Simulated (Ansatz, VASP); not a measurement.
# Two plane-wave programs on GaP

```
CELL_PARAMETERS angstrom
0.00000 2.66962 2.66962
2.66962 0.00000 2.66962
2.66962 2.66962 0.00000
ATOMIC_POSITIONS crystal
Ga 0.00000 0.00000 0.00000
P 0.25000 0.25000 0.25000
```

Change from the starting cell: volume scaled by 0.94, ions relaxed.

Alike in both runs: task relaxation of the atoms; functional PBE; k mesh 14 × 14 × 14; occupations fermi-dirac, width 0.02 eV; no spin polarisation.

|  | VASP | Ansatz |
| --- | --- | --- |
| version | VASP 6.6.1 | Ansatz 0.2.0 |
| potentials or method | VASP PAW PBE potentials, release 64 (Ga_d, P) | plane-wave PAW, scalar-relativistic |
| plane-wave cutoff (eV) | 520 | 420 |
| valence electrons in the cell | 18 | 18 |

```tsv
	VASP	Ansatz	Ansatz less VASP
gap on the k mesh at the Fermi level, each at its own relaxed structure (eV)	1.48	1.48	0.000
```

Ansatz's warnings: stress scf threshold loose.

Noted on VASP's run: the relaxation stopped at its first step, so nothing moved.
